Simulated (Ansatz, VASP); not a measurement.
# F in VASP and in Ansatz

The input INCAR:

```
SYSTEM = F
PREC = Accurate
ENCUT = 520
EDIFF = 1E-6
ISMEAR = 0
SIGMA = 0.02
LREAL = .FALSE.
LASPH = .TRUE.
NELM = 100
ALGO = Normal
ISIF = 2
LWAVE = .FALSE.
LCHARG = .FALSE.
GGA = PE
NBANDS = 22
```

KPOINTS

```
regular mesh
0
G
  2 2 1
  0 0 0
```

File POSCAR:

```
F
1.0
    2.7500000000     -1.6400000000      0.0000000000
    2.7500000000      1.6400000000      0.0000000000
   -1.5347200000      0.0000000000      7.1163900000
F
4
Direct
    0.9680000000      0.6020000000      0.0997000000
    0.3980000000      0.0320000000      0.4003000000
    0.0320000000      0.3980000000      0.9003000000
    0.6020000000      0.9680000000      0.5997000000
```

Input for Ansatz:

```yaml
crystal:
  lattice:
    - [2.75, -1.64, 0.0]
    - [2.75, 1.64, 0.0]
    - [-1.53472, 0.0, 7.11639]
  atoms:
    - { symbol: F, position: [0.968, 0.602, 0.0997] }
    - { symbol: F, position: [0.398, 0.032, 0.4003] }
    - { symbol: F, position: [0.032, 0.398, 0.9003] }
    - { symbol: F, position: [0.602, 0.968, 0.5997] }
basis:
  ecutwfc: 420
kpoints:
  mp_grid: { grid: [2, 2, 1] }
hamiltonian:
  xc: pbe
scf:
  occupations: { method: gaussian, width: 0.02 }
output:
  forces: true
  stress: true
  eigenvalues: true
```

Alike in both runs: task single point; functional PBE; k mesh 2 × 2 × 1; occupations gaussian, width 0.02 eV; no spin polarisation.

|  | VASP | Ansatz |
| --- | --- | --- |
| version | VASP 6.6.1 | Ansatz 0.2.0 |
| potentials or method | VASP PAW PBE potentials, release 64 (F), cutoff 520 eV | scalar-relativistic, plane waves, PAW |
| valence electrons in the cell | 28 | 28 |

VASP gave:

```
gap on the k mesh at the Fermi level (eV)                     : 1.92
least direct gap on the mesh (eV)                             : 1.92
pressure (GPa)                                                : -3.6
traceless stress, the component that is largest in VASP (GPa) : -8.38
rms of the force components (eV/Å)                            : 0.985
```

Problem. What did Ansatz give for the same quantities?

Solution. gap on the k mesh at the Fermi level (eV): 1.98; least direct gap on the mesh (eV): 1.98; pressure (GPa): -3.7; traceless stress, the component that is largest in VASP (GPa): -9.49; rms of the force components (eV/Å): 1.134.

Atom by atom the forces differ by 0.149 eV/Å (rms over components). The functional is the same, so the differences come from potentials, cutoffs and numerics.

The k mesh is coarse, so the values compare programs but aren't converged.
